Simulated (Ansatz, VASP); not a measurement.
CdS in VASP and in Ansatz

```
CELL_PARAMETERS angstrom
0.00000 2.91650 2.91650
2.91650 0.00000 2.91650
2.91650 2.91650 0.00000
ATOMIC_POSITIONS crystal
Cd 0.00000 0.00000 0.00000
S 0.25000 0.25000 0.25000
```

Alike in both runs: task single point; functional PBE; k mesh 6 × 6 × 6; occupations gaussian, width 0.02 eV; no spin polarisation.

```csv
,VASP,Ansatz
version,VASP 6.6.1,Ansatz 0.2.0
potentials or method,"VASP PAW PBE potentials, release 64 (Cd, S), cutoff 500 eV","scalar-relativistic, plane waves, PAW"
valence electrons in the cell,18,26
```

|  | VASP | Ansatz | Ansatz less VASP |
| --- | --- | --- | --- |
| gap on the k mesh at the Fermi level (eV) | 1.15 | 1.14 | -0.004 |
| least direct gap on the mesh (eV) | 1.15 | 1.14 | -0.004 |
| pressure (GPa) | 3.2 | 2.9 | -0.35 |

The functional is the same, so the differences come from potentials, cutoffs and numerics. VASP's potentials hold 18 valence electrons a cell and Ansatz's 26, so a difference there can come from the potentials and not from the codes.
